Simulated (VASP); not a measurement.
# YSe (Fm-3m) in VASP: single point with LDA

Aim: the single point of YSe with LDA.

Everything below comes from runs of VASP 6.6.1. Logs are shortened: lines on timing, memory, paths and dates and some standing lists are left out, and cuts for length are marked.

**1. The cell of the first run**

Symmetry: Fm-3m, No. 225, cubic system. Conventional cell: a = 5.641 Å, b = 5.641 Å, c = 5.641 Å, α = 90.00°, β = 90.00°, γ = 90.00°. Y (site symmetry m-3m) has 6 Se at 2.82 Å within 3.7 Å. Se (site symmetry m-3m) has 6 Y at 2.82 Å within 3.7 Å.

**2. Single point, LDA**

INCAR

```
SYSTEM = YSe
ALGO = Normal
EDIFF = 1E-7
ENCUT = 520
ISIF = 2
ISMEAR = -1
LASPH = .True.
LCHARG = .True.
LELF = .True.
LREAL = .False.
LVHAR = .True.
LWAVE = .False.
NBANDS = 16
NELM = 100
PREC = Accurate
SIGMA = 0.02
```

KPOINTS

```
k-points
0
Gamma
  9 9 9
  0 0 0
```

POSCAR

```
YSe
1.0
    0.0000000000      2.8206278024      2.8206278024
    2.8206278024      0.0000000000      2.8206278024
    2.8206278024      2.8206278024      0.0000000000
Y Se
1 1
Direct
    0.5000000000      0.5000000000      0.5000000000
    0.0000000000      0.0000000000      0.0000000000
```

Potentials or basis: VASP PAW LDA potentials, release 64 (Y_sv, Se).

Started as:

```bash
> cat potpaw_LDA.64/Y_sv/POTCAR potpaw_LDA.64/Se/POTCAR > POTCAR
> mpirun -np 1 vasp_std > vasp.out
```

OUTCAR:

```text
SYSTEM = YSe
   EDIFF = 1E-7
   ENCUT = 520
   ISIF = 2
   ISMEAR = -1
   LASPH = .True.
   LREAL = .False.
   NELM = 100
   PREC = Accurate

 ion  position               nearest neighbor table
   1  0.500  0.500  0.500-   2 2.82   2 2.82   2 2.82   2 2.82   2 2.82   2 2.82
   2  0.000  0.000  0.000-   1 2.82   1 2.82   1 2.82   1 2.82   1 2.82   1 2.82

  LATTYP: Found a face centered cubic cell.
 ALAT       =     5.6412556048

  Lattice vectors:

 A1 = (   0.0000000000,   2.8206278024,   2.8206278024)
 A2 = (   2.8206278024,   0.0000000000,   2.8206278024)
 A3 = (   2.8206278024,   2.8206278024,   0.0000000000)

Analysis of symmetry for initial positions (statically):
=====================================================================
 Subroutine PRICEL returns:
 Original cell was already a primitive cell.

 Routine SETGRP: Setting up the symmetry group for a
 face centered cubic supercell.

 Subroutine GETGRP returns: Found 48 space group operations
 (whereof 48 operations were pure point group operations)
 out of a pool of 48 trial point group operations.

The static configuration has the point symmetry O_h .

Analysis of symmetry for dynamics (positions and initial velocities):
=====================================================================
 Subroutine PRICEL returns:
 Original cell was already a primitive cell.

 Routine SETGRP: Setting up the symmetry group for a
 face centered cubic supercell.

 Subroutine GETGRP returns: Found 48 space group operations
 (whereof 48 operations were pure point group operations)
 out of a pool of 48 trial point group operations.

The dynamic configuration has the point symmetry O_h .

 Subroutine INISYM returns: Found 48 space group operations
 (whereof 48 operations are pure point group operations),
 and found     1 'primitive' translations

----------------------------------------------------------------------------------------

                                     Primitive cell

  volume of cell :      44.8815

  direct lattice vectors                    reciprocal lattice vectors
     0.000000000  2.820627802  2.820627802    -0.177265501  0.177265501  0.177265501
     2.820627802  0.000000000  2.820627802     0.177265501 -0.177265501  0.177265501
     2.820627802  2.820627802  0.000000000     0.177265501  0.177265501 -0.177265501

  length of vectors
     3.988970093  3.988970093  3.988970093     0.307032854  0.307032854  0.307032854

  position of ions in fractional coordinates (direct lattice)
     0.500000000  0.500000000  0.500000000
     0.000000000  0.000000000  0.000000000

  ion indices of the primitive-cell ions
   primitive index   ion index
                 1           1
                 2           2

----------------------------------------------------------------------------------------

 KPOINTS: k-points

Automatic generation of k-mesh.
 Grid dimensions read from file:
 generate k-points for:    9    9    9

 Generating k-lattice:

  Cartesian coordinates                     Fractional coordinates (reciprocal lattice)
    -0.019696167  0.019696167  0.019696167     0.111111111  0.000000000  0.000000000
     0.019696167 -0.019696167  0.019696167     0.000000000  0.111111111  0.000000000
     0.019696167  0.019696167 -0.019696167     0.000000000  0.000000000  0.111111111

  Length of vectors
     0.034114762  0.034114762  0.034114762

  Shift w.r.t. Gamma in fractional coordinates (k-lattice)
     0.000000000  0.000000000  0.000000000

 Subroutine IBZKPT returns following result:
 ===========================================

 Found     35 irreducible k-points:

 Following reciprocal coordinates:
            Coordinates               Weight
  0.000000  0.000000  0.000000      1.000000
  0.111111  0.000000  0.000000      8.000000
  0.222222  0.000000  0.000000      8.000000
  0.333333  0.000000  0.000000      8.000000
  0.444444  0.000000  0.000000      8.000000
  0.111111  0.111111  0.000000      6.000000
[... 16 lines left out ...]
 -0.333333  0.333333  0.000000     12.000000
  0.444444  0.444444  0.000000      6.000000
 [... further k-points ...]
   k-points           NKPTS =     35   k-points in BZ     NKDIM =     35   number of bands    NBANDS=     16
   number of dos      NEDOS =    301   number of ions     NIONS =      2
   total plane-waves  NPLWV =  27000
   dimension x,y,z NGX =    30 NGY =   30 NGZ =   30
   dimension x,y,z NGXF=    60 NGYF=   60 NGZF=   60
   ions per type =               1   1
   NGX,Y,Z   is equivalent  to a cutoff of  12.50, 12.50, 12.50 a.u.
   NGXF,Y,Z  is equivalent  to a cutoff of  25.01, 25.01, 25.01 a.u.
 SYSTEM =  YSe
   PREC   = accura    normal or accurate (medium, high low for compatibility)
   ISTART =      0    job   : 0-new  1-cont  2-samecut
   ICHARG =      2    charge: 1-file 2-atom 10-const
   ISPIN  =      1    spin polarized calculation?
   LNONCOLLINEAR =      F non collinear calculations
   LSORBIT =      F    spin-orbit coupling
   LASPH  =      T    aspherical Exc in radial PAW
   ENCUT  =  520.0 eV  38.22 Ry    6.18 a.u.   7.42  7.42  7.42*2*pi/ulx,y,z
   NELM   =    100;   NELMIN=  2; NELMDL= -5     # of ELM steps
   EDIFF  = 0.1E-06   stopping-criterion for ELM
   LREAL  =      F    real-space projection
   EDIFFG = 0.1E-05   stopping-criterion for IOM
   NSW    =      0    number of steps for IOM
   IBRION =     -1    ionic relax: 0-MD 1-quasi-New 2-CG
   NFREE  =      0    steps in history (QN), initial steepest desc. (CG)
   ISIF   =      2    stress and relaxation
   ISYM   =      2    0-nonsym 1-usesym 2-fastsym
   POTIM  = 0.5000    time-step for ionic-motion
   TEBEG  =    0.0;   TEEND  =   0.0 temperature during run
   PSTRESS=    0.0 pullay stress
   NELECT =      17.0000    total number of electrons
   NUPDOWN=      -1.0000    fix difference up-down
   EMIN   =  10.00;   EMAX   =-10.00  energy-range for DOS
   EFERMI =   0.00;   METHOD = LEGACY
   ISMEAR =    -1;   SIGMA  =   0.02  broadening in eV -4-tet -1-fermi 0-gaus
   EFERMI_NEDOS =   21; number of points for ismear=-14 and -15
   IALGO  =     38    algorithm
   IMIX   =      4    mixing-type and parameters
     AMIX     =   0.40;   BMIX     =  1.00
     AMIX_MAG =   1.60;   BMIX_MAG =  1.00
  volume/ion in A,a.u.               =      22.44       151.44
  Fermi-wavevector in a.u.,A,eV,Ry     =   1.184501  2.238382 19.089547  1.403042
  Thomas-Fermi vector in A             =   2.320714
   LORBIT       =      0    0 simple, 1 ext, 2 COOP (PROOUT), +10 PAW based schemes
   GGA     = CA    functional components
   LHFCALC =     F    Hartree Fock is set to
   AEXX    =    0.0000 exact exchange contribution
   IVDW    =     0    specifies the selected vdW correction
   LEPSILON=     F    determine dielectric tensor
   LRPA    =     F    only Hartree local field effects (RPA)
 non-spin polarized calculation
  energy-cutoff  :      520.00
  volume of cell :       44.88
 maximum number of plane-waves:      1243
 NGX is ok and might be reduce to    30
   NGX = 15   NGY = 15   NGZ = 15

 number of electron      17.0000002 magnetization

 Free energy of the ion-electron system (eV)
  ---------------------------------------------------
  ext. energy  EPLUGINS =         0.00000000
  ---------------------------------------------------
  free energy    TOTEN  =       -14.94322150 eV

  energy without entropy =      -14.94085516  energy(sigma->0) =      -14.94203833

 E-fermi :   6.2813     XC(G=0): -10.6672

 val. band max:        6.2637123513   @ k =   0.1111   0.0000   0.0000
 cond. band min:       6.2914110131   @ k =   0.4444   0.2222   0.1111
 fundamental gap:      0.0276986617
 Fermi energy:         6.2813063707

 k-point     1 :       0.0000    0.0000    0.0000
  band No.  band energies     occupation
      1     -36.9431      2.00000
      2     -17.0438      2.00000
      3     -17.0438      2.00000
      4     -17.0438      2.00000
      5      -9.0073      2.00000
      6       3.3525      2.00000
[... 8 lines left out ...]
     15      12.5598      0.00000
     16      18.8950      0.00000

 k-point     2 :       0.1111    0.0000    0.0000
  band No.  band energies     occupation
      1     -36.9405      2.00000
      2     -17.0893      2.00000
      3     -17.0464      2.00000
      4     -17.0464      2.00000
      5      -8.8773      2.00000
      6       2.5431      2.00000
[... 8 lines left out ...]
     15      13.0834      0.00000
     16      17.3539      0.00000

 k-point     3 :       0.2222    0.0000    0.0000
  band No.  band energies     occupation
      1     -36.9340      2.00000
      2     -17.2007      2.00000
      3     -17.0527      2.00000
      4     -17.0527      2.00000
      5      -8.5363      2.00000
      6       1.1853      2.00000
[... 8 lines left out ...]
     15      13.9203      0.00000
     16      16.1016      0.00000

 k-point     4 :       0.3333    0.0000    0.0000
  band No.  band energies     occupation
      1     -36.9267      2.00000
      2     -17.3216      2.00000
      3     -17.0599      2.00000
      4     -17.0599      2.00000
      5      -8.1198      2.00000
      6       0.0337      2.00000
[... 8 lines left out ...]
     15      14.0064      0.00000
     16      14.1948      0.00000

 k-point     5 :       0.4444    0.0000    0.0000
  band No.  band energies     occupation
      1     -36.9219      2.00000
      2     -17.3975      2.00000
      3     -17.0646      2.00000
      4     -17.0646      2.00000
      5      -7.8236      2.00000
      6      -0.6302      2.00000
[... 8 lines left out ...]
     15      12.7783      0.00000
     16      12.7783      0.00000

 k-point     6 :       0.1111    0.1111    0.0000
  band No.  band energies     occupation
      1     -36.9397      2.00000
      2     -17.0863      2.00000
      3     -17.0556      2.00000
      4     -17.0556      2.00000
      5      -8.8439      2.00000
      6       2.1180      2.00000
[... 8 lines left out ...]
     15      13.2541      0.00000
     16      17.2971      0.00000

 k-point     7 :       0.2222    0.1111    0.0000
  band No.  band energies     occupation
      1     -36.9345      2.00000
      2     -17.1668      2.00000
      3     -17.0671      2.00000
      4     -17.0598      2.00000
      5      -8.6008      2.00000
      6       1.2185      2.00000
[... 8 lines left out ...]
     15      14.1016      0.00000
     16      15.5518      0.00000

 k-point     8 :       0.3333    0.1111    0.0000
  band No.  band energies     occupation
      1     -36.9275      2.00000
      2     -17.2779      2.00000
      3     -17.0755      2.00000
      4     -17.0680      2.00000
      5      -8.2460      2.00000
      6       0.3319      2.00000
[... 8 lines left out ...]
     15      13.8500      0.00000
     16      14.5058      0.00000

 k-point     9 :       0.4444    0.1111    0.0000
  band No.  band energies     occupation
      1     -36.9218      2.00000
      2     -17.3632      2.00000
      3     -17.0807      2.00000
      4     -17.0769      2.00000
      5      -7.9367      2.00000
      6      -0.3282      2.00000
[... 8 lines left out ...]
     15      12.8486      0.00000
     16      13.4743      0.00000
[... 172 lines left out ...]
 k-point    19 :      -0.2222    0.2222    0.0000
  band No.  band energies     occupation
      1     -36.9240      2.00000
      2     -17.2849      2.00000
      3     -17.1360      2.00000
      4     -17.0578      2.00000
      5      -8.1218      2.00000
      6       0.1331      2.00000
[... 8 lines left out ...]
     15      14.0140      0.00000
     16      14.4657      0.00000

 k-point    20 :       0.3333    0.3333    0.0000
  band No.  band energies     occupation
      1     -36.9213      2.00000
      2     -17.2557      2.00000
      3     -17.1193      2.00000
      4     -17.1193      2.00000
      5      -8.3438      2.00000
      6       0.4492      2.00000
[... 8 lines left out ...]
     15      14.2795      0.00000
     16      15.1972      0.00000

 k-point    21 :       0.4444    0.3333    0.0000
  band No.  band energies     occupation
      1     -36.9173      2.00000
      2     -17.2821      2.00000
      3     -17.1443      2.00000
      4     -17.1272      2.00000
      5      -8.2802      2.00000
      6       0.5660      2.00000
[... 8 lines left out ...]
     15      13.8158      0.00000
     16      15.4395      0.00000

 k-point    22 :      -0.4444    0.3333    0.0000
  band No.  band energies     occupation
      1     -36.9152      2.00000
      2     -17.2795      2.00000
      3     -17.1953      2.00000
      4     -17.1189      2.00000
      5      -8.1601      2.00000
      6       0.7161      2.00000
[... 8 lines left out ...]
     15      13.4128      0.00000
     16      15.1770      0.00000

 k-point    23 :      -0.3333    0.3333    0.0000
  band No.  band energies     occupation
      1     -36.9159      2.00000
      2     -17.2723      2.00000
      3     -17.2246      2.00000
      4     -17.0983      2.00000
      5      -8.0348      2.00000
      6       0.3480      2.00000
[... 8 lines left out ...]
     15      13.4412      0.00000
     16      14.1249      0.00000

 k-point    24 :       0.4444    0.4444    0.0000
  band No.  band energies     occupation
      1     -36.9150      2.00000
      2     -17.2933      2.00000
      3     -17.1416      2.00000
      4     -17.1416      2.00000
      5      -8.3565      2.00000
      6       0.7670      2.00000
[... 8 lines left out ...]
     15      14.2838      0.00000
     16      16.6850      0.00000

 [... further k-points ...]

------------------------ aborting loop because EDIFF is reached ----------------------------------------

  FORCE on cell =-STRESS in cart. coord.  units (eV):
  Direction    XX          YY          ZZ          XY          YZ          ZX
  --------------------------------------------------------------------------------------
  -------------------------------------------------------------------------------------
  Total        0.0540392      0.0540392      0.0540392      0.0000000      0.0000000     -0.0000000
  in kB        1.9290896      1.9290896      1.9290896      0.0000000      0.0000000     -0.0000000
  external PRESSURE =       1.9290896 kB  Pullay stress =       0.0000000 kB

 VOLUME and BASIS-vectors are now :
 -----------------------------------------------------------------------------
  energy-cutoff  :      520.00
  volume of cell :       44.88
      direct lattice vectors                 reciprocal lattice vectors
     0.000000000  2.820627802  2.820627802    -0.177265501  0.177265501  0.177265501
     2.820627802  0.000000000  2.820627802     0.177265501 -0.177265501  0.177265501
     2.820627802  2.820627802  0.000000000     0.177265501  0.177265501 -0.177265501

 POSITION                                       TOTAL-FORCE (eV/Angst)
 -----------------------------------------------------------------------------------
      2.82063      2.82063      2.82063         0.000000     -0.000000     -0.000000
      0.00000      0.00000      0.00000        -0.000000      0.000000      0.000000
 -----------------------------------------------------------------------------------
    total drift:                                0.000000     -0.000000      0.000000

  FREE ENERGIE OF THE ION-ELECTRON SYSTEM (eV)
  ---------------------------------------------------
  free  energy   TOTEN  =       -14.9432214981 eV

  energy  without entropy=      -14.9408551555  energy(sigma->0) =      -14.94203833
```

Wall time 17 s (1 thread of Intel Xeon Platinum 8488C (Sapphire Rapids), shared host); peak memory 0.18 GiB.

Results:

```yaml
Free_energy: -14.9432 eV
Pressure: 0.2 GPa
```

Levels at points of the mesh, in eV from the Fermi level:
```
           k point  band 6  band 7  band 8  band 9  band 10  band 11  band 12  band 13
(0.00, 0.00, 0.00)   -2.93   -2.93   -2.93   -0.26    -0.26    -0.26     0.58     0.58
```
